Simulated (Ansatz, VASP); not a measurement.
# One calculation of Au3Br, two programs

```
Au Br
1.0
     6.79763    0.00000    0.00000
    -3.39882    5.88692    0.00000
     0.00000    0.00000    4.41782
Au Br
6 2
Direct
  0.85390 0.70780 0.25000
  0.14610 0.85390 0.75000
  0.29220 0.14610 0.25000
  0.14610 0.29220 0.75000
  0.85390 0.14610 0.25000
  0.70780 0.85390 0.75000
  0.33333 0.66667 0.25000
  0.66667 0.33333 0.75000
```

Alike in both runs: functional PBE; k mesh 3 × 3 × 4; occupations gaussian, width 0.1 eV; no spin polarisation.

Ansatz relaxed the structure, and its values are those at the end. VASP's run is a single point on that final structure, the one shown.

|  | VASP | Ansatz |
| --- | --- | --- |
| version | VASP 6.6.1 | Ansatz 0.2.0 |
| potentials or method | VASP PAW PBE potentials, release 64 (Au, Br), cutoff 520 eV | scalar-relativistic, plane waves, PAW |
| valence electrons in the cell | 80 | 128 |

```tsv
	VASP	Ansatz	Ansatz less VASP
gap on the k mesh at the Fermi level (eV)	none	none	-
pressure (GPa)	-0.3	-0.2	+0.12
rms of the force components (eV/Å)	0.014	0.018	+0.0036
```

A gap of «none» marks a metal or a gap that the smearing closes. VASP's potentials hold 80 valence electrons a cell and Ansatz's 128, so a difference there can come from the potentials and not from the codes.

Neither program's run includes spin-orbit coupling.
